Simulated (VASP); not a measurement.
Input of a VASP 6.6.1 run:

The input INCAR:

```
  PREC = Accurate
  ENCUT = 520
  EDIFF = 1E-6
  ISMEAR = -1
  SIGMA = 0.1
  LREAL = F
  LASPH = T
  NELM = 60
  ALGO = Normal
  ISIF = 2
  LWAVE = F
  LCHARG = T
  GGA = PE
  LELF = T
  LVHAR = T
  NBANDS = 16
```

Contents of KPOINTS:

```
regular mesh
0
Gamma
  8 8 8
```

The input POSCAR:

```
InP
1.0
    0.0000000000      2.9800000000      2.9800000000
    2.9800000000      0.0000000000      2.9800000000
    2.9800000000      2.9800000000      0.0000000000
In P
1 1
Direct
    0.0000000000      0.0000000000      0.0000000000
    0.2500000000      0.2500000000      0.2500000000
```

Potentials or basis: VASP PAW PBE potentials, release 64 (In_d, P).

Launch:

```sh
$ cat potpaw_PBE.64/In_d/POTCAR potpaw_PBE.64/P/POTCAR > POTCAR
$ mpirun -np 1 vasp_std > vasp.out
```

Task: Predict the pressure.

Result: -0.1 GPa.

Task: Estimate the band gap on the k mesh.

Result: 0.44 eV, direct.

Caveat: spin-orbit coupling is left out, which moves the levels of the heavy elements.
